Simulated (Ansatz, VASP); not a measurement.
## SnO2: VASP beside Ansatz

Contents of INCAR:

```
SYSTEM = SnO2
PREC = Accurate
ENCUT = 520
EDIFF = 1E-6
ISMEAR = 0
SIGMA = 0.05
LREAL = .False.
LASPH = .True.
NELM = 80
ALGO = Normal
ISIF = 2
LWAVE = .False.
LCHARG = .False.
NBANDS = 64
```

File KPOINTS:

```
Automatic mesh
0
Gamma
  6 6 6
  0 0 0
```

POSCAR

```
SnO2
1.0
    4.6598790935      0.0000000000      0.0000000000
    0.0000000000      5.7951232188      0.0000000000
    0.0000000000      0.0000000000      5.1555409910
Sn O
4 8
Direct
    0.5000000000      0.6673419135      0.7500000000
    0.0000000000      0.8326580865      0.2500000000
    0.5000000000      0.3326580865      0.2500000000
    0.0000000000      0.1673419135      0.7500000000
    0.7309254637      0.6050162923      0.0776916535
    0.2309254637      0.8949837077      0.9223083465
    0.7690745363      0.8949837077      0.5776916535
    0.2690745363      0.6050162923      0.4223083465
    0.7309254637      0.3949837077      0.5776916535
    0.2309254637      0.1050162923      0.4223083465
    0.7690745363      0.1050162923      0.0776916535
    0.2690745363      0.3949837077      0.9223083465
```

Input for Ansatz:

```yaml
crystal:
  lattice:
    - [4.6598790935, 0.0, 0.0]
    - [0.0, 5.7951232188, 0.0]
    - [0.0, 0.0, 5.155540991]
  atoms:
    - { symbol: Sn, position: [0.5, 0.6673419135, 0.75] }
    - { symbol: Sn, position: [0.0, 0.8326580865, 0.25] }
    - { symbol: Sn, position: [0.5, 0.3326580865, 0.25] }
    - { symbol: Sn, position: [0.0, 0.1673419135, 0.75] }
    - { symbol: O, position: [0.7309254637, 0.6050162923, 0.0776916535] }
    - { symbol: O, position: [0.2309254637, 0.8949837077, 0.9223083465] }
    - { symbol: O, position: [0.7690745363, 0.8949837077, 0.5776916535] }
    - { symbol: O, position: [0.2690745363, 0.6050162923, 0.4223083465] }
    - { symbol: O, position: [0.7309254637, 0.3949837077, 0.5776916535] }
    - { symbol: O, position: [0.2309254637, 0.1050162923, 0.4223083465] }
    - { symbol: O, position: [0.7690745363, 0.1050162923, 0.0776916535] }
    - { symbol: O, position: [0.2690745363, 0.3949837077, 0.9223083465] }
basis:
  ecutwfc: 520.0
kpoints:
  mp_grid: { grid: [6, 6, 6] }
hamiltonian:
  xc: lda
  pseudopotentials: { kind: paw, azcp: { folder: soft_1 } }
scf:
  occupations: { method: gaussian, width: 0.05 }
output:
  forces: true
  stress: true
  eigenvalues: true
  write_density: true
  write_potential: true
  elf: true
  volumetric_format: npy
```

Change from the starting cell: volume 11.602 Å^3 an atom, stretch along b over the lengths across it, relative to the relaxed cell 1.0271.

Alike in both runs: task single point; functional LDA; k mesh 6 × 6 × 6; occupations gaussian, width 0.05 eV; no spin polarisation.

```csv
,VASP,Ansatz
version,VASP 6.6.1,Ansatz 0.2.0
potentials or method,"VASP PAW LDA potentials, release 64 (Sn_d, O), cutoff 520 eV","scalar-relativistic, plane waves, PAW"
valence electrons in the cell,104,104
```

|  | VASP | Ansatz | Ansatz less VASP |
| --- | --- | --- | --- |
| gap on the k mesh at the Fermi level (eV) | 1.58 | 1.55 | -0.030 |
| least direct gap on the mesh (eV) | 1.58 | 1.55 | -0.030 |
| pressure (GPa) | 1.6 | 0.2 | -1.38 |
| traceless stress, the component that is largest in VASP (GPa) | -3.25 | -3.13 | +0.121 |
| rms of the force components (eV/Å) | 0.072 | 0.062 | -0.0100 |

Ansatz warns that its potentials were made for another functional, while VASP's fit it. LDA's correlation is that of Perdew and Zunger in VASP and of Perdew and Wang (1992) in Ansatz. Atom by atom the forces differ by 0.016 eV/Å (rms over components).
